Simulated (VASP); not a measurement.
# Pd (Fm-3m) in VASP: a series of runs, part 2 of 2

VASP 6.6.1. Earlier steps stand in the parts before.

## Step 4: Single point, r2SCAN0

This run uses another cell than the first one, of 14.75 Å³/atom.

Input file POSCAR:

```
Pd
1.0
    0.0000000000      1.9465000000      1.9465000000
    1.9465000000      0.0000000000      1.9465000000
    1.9465000000      1.9465000000      0.0000000000
Pd
1
Direct
    0.0000000000      0.0000000000      0.0000000000
```

Input file INCAR.step1:

```
SYSTEM = Pd
PREC = Accurate
ENCUT = 510
EDIFF = 1E-5
ISMEAR = -1
SIGMA = 0.05
LREAL = .False.
LASPH = .True.
NELM = 120
ALGO = Normal
ISIF = 2
LWAVE = .True.
LCHARG = .False.
NBANDS = 15
GGA = PE
GGA_COMPAT = .False.
```

Input file INCAR.step2:

```
SYSTEM = Pd
PREC = Accurate
ENCUT = 510
EDIFF = 1E-6
ISMEAR = -1
SIGMA = 0.05
LREAL = .False.
LASPH = .True.
NELM = 120
ALGO = Normal
ISIF = 2
LWAVE = .False.
LCHARG = .False.
METAGGA = R2SCAN
LHFCALC = .True.
AEXX = 0.25
LMIXTAU = .True.
PRECFOCK = Normal
NBANDS = 15
ISTART = 1
GGA_COMPAT = .False.
```

Input file KPOINTS:

```
Automatic mesh
0
Gamma
  6 6 6
  0 0 0
```

Potentials or basis: VASP PAW PBE potentials, release 64 (Pd_sv_GW).

Command:

```sh
$ cat potpaw_PBE.64/Pd_sv_GW/POTCAR > POTCAR
$ cp INCAR.step1 INCAR
$ mpirun -np 1 vasp_std > vasp.out
$ cp INCAR.step2 INCAR
$ mpirun -np 1 vasp_std > vasp.out
```

OUTCAR:

```text
SYSTEM = Pd
   PREC = Accurate
   ENCUT = 510
   EDIFF = 1E-6
   ISMEAR = -1
   LREAL = .False.
   LASPH = .True.
   NELM = 120
   ISIF = 2
   METAGGA = R2SCAN
   LHFCALC = .True.
   AEXX = 0.25
   PRECFOCK = Normal
   ISTART = 1

 ion  position               nearest neighbor table
   1  0.000  0.000  0.000-

  LATTYP: Found a face centered cubic cell.
 ALAT       =     3.8930000000

  Lattice vectors:

 A1 = (   0.0000000000,   1.9465000000,   1.9465000000)
 A2 = (   1.9465000000,   0.0000000000,   1.9465000000)
 A3 = (   1.9465000000,   1.9465000000,   0.0000000000)

Analysis of symmetry for initial positions (statically):
=====================================================================
 Subroutine PRICEL returns:
 Original cell was already a primitive cell.

 Routine SETGRP: Setting up the symmetry group for a
 face centered cubic supercell.

 Subroutine GETGRP returns: Found 48 space group operations
 (whereof 48 operations were pure point group operations)
 out of a pool of 48 trial point group operations.

The static configuration has the point symmetry O_h .
[... 165 lines left out ...]
  band No.  band energies     occupation
      1     -82.8748      2.00000
      2     -46.3989      2.00000
      3     -46.3989      2.00000
      4     -46.3989      2.00000
      5      -0.2581      2.00000
      6       3.7354      2.00000
      7       3.7354      2.00000
      8       3.7354      2.00000
      9       5.2949      2.00000
     10       5.2949      2.00000
     11      26.9909      0.00000
     12      32.0567      0.00000
     13      32.0567      0.00000
     14      32.0567      0.00000
[... 257 lines left out ...]
      2     -46.8103      2.00000
      3     -46.6690      2.00000
      4     -46.5990      2.00000
      5       1.6899      2.00000
      6       2.1604      2.00000
      7       4.8368      2.00000
      8       5.7579      2.00000
      9       8.2418      0.00000
     10      16.1753      0.00000
     11      20.4800      0.00000
     12      20.9337      0.00000
     13      21.7916      0.00000
     14      33.9458      0.00000
     15      37.0340      0.00000

------------------------ aborting loop because EDIFF is reached ----------------------------------------

  FORCE on cell =-STRESS in cart. coord.  units (eV):
  Direction    XX          YY          ZZ          XY          YZ          ZX
  --------------------------------------------------------------------------------------
  -------------------------------------------------------------------------------------
  Total       -0.5360745     -0.5360745     -0.5360745     -0.0000000      0.0000000     -0.0000000
  in kB      -58.2294291    -58.2294291    -58.2294291     -0.0000000      0.0000000     -0.0000000
  external PRESSURE =     -58.2294291 kB  Pullay stress =       0.0000000 kB

 VOLUME and BASIS-vectors are now :
 -----------------------------------------------------------------------------
  energy-cutoff  :      510.00
  volume of cell :       14.75
      direct lattice vectors                 reciprocal lattice vectors
     0.000000000  1.946500000  1.946500000    -0.256871307  0.256871307  0.256871307
     1.946500000  0.000000000  1.946500000     0.256871307 -0.256871307  0.256871307
     1.946500000  1.946500000  0.000000000     0.256871307  0.256871307 -0.256871307

 POSITION                                       TOTAL-FORCE (eV/Angst)
 -----------------------------------------------------------------------------------
      0.00000      0.00000      0.00000        -0.000000      0.000000     -0.000000
 -----------------------------------------------------------------------------------
    total drift:                               -0.000000     -0.000001      0.000001

  FREE ENERGIE OF THE ION-ELECTRON SYSTEM (eV)
  ---------------------------------------------------
  free  energy   TOTEN  =       -16.3752065593 eV

  energy  without entropy=      -16.3684546897  energy(sigma->0) =      -16.37183062
```

OSZICAR.step1:

```text
N       E                     dE             d eps       ncg     rms          rms(c)
DAV:   1     0.263602772524E+03    0.26360E+03   -0.10949E+04   511   0.166E+03
DAV:   2     0.107993903247E+02   -0.25280E+03   -0.23328E+03   487   0.601E+02
DAV:   3    -0.444614767250E+01   -0.15246E+02   -0.14707E+02   740   0.151E+02
DAV:   4    -0.472373692723E+01   -0.27759E+00   -0.27757E+00   530   0.202E+01
DAV:   5    -0.474531403168E+01   -0.21577E-01   -0.21577E-01   819   0.582E+00    0.389E+01
DAV:   6    -0.380323407653E+01    0.94208E+00   -0.22798E+00   741   0.383E+01    0.140E+01
DAV:   7    -0.377708110051E+01    0.26153E-01   -0.65034E-02   746   0.623E+00    0.711E+00
DAV:   8    -0.377125008914E+01    0.58310E-02   -0.96394E-03   681   0.212E+00    0.225E-01
DAV:   9    -0.377128400287E+01   -0.33914E-04   -0.32777E-04   702   0.333E-01    0.955E-02
DAV:  10    -0.377127604896E+01    0.79539E-05   -0.92010E-06   483   0.442E-02
   1 F= -.37712760E+01 E0= -.37619528E+01  d E =-.186465E-01
```

Wall time 8.8 min (1 thread of Intel Xeon 6975P-C (Granite Rapids), shared host); peak memory 0.15 GiB.

Results:

```
Free energy            : -16.3752 eV
Pressure               : -5.8 GPa
Band gap on the k mesh : zero (bands 9 and 10 overlap by 3.04 eV)
```

Caveat: the k points lie up to 0.47 Å⁻¹ apart, too coarse for converged energies and pressures of a metal; the PAW data sets were made with another functional, which shifts forces and pressure a little.

## Step 5: The runs side by side

| level | cell | k mesh | cutoff (eV) | share of exact exchange | gap on the mesh (eV) | pressure (GPa) |
| --- | --- | --- | --- | --- | --- | --- |
| HF | a = 2.771 Å, angles 60.0°, 1 atom | 6 × 6 × 6 | 470 | 1 | none | 3.8 |
| BHLYP | a = 2.753 Å, angles 60.0°, 1 atom | 7 × 7 × 7 | 470 | 0.5 | none | 4.8 |
| r2SCAN0 | a = 2.753 Å, angles 60.0°, 1 atom | 6 × 6 × 6 | 510 | 0.25 | none | -5.8 |

Alike in all rows: task single point; potentials or basis VASP PAW PBE potentials, release 64 (Pd_sv_GW); no spin polarisation; smearing fermi-dirac 0.05 eV.

Caveats: all runs use coarse meshes; the PAW data sets were made with another functional, which shifts forces and pressure a little.

Total energies depend on the potentials used, so only differences within one code and one set of settings carry meaning.
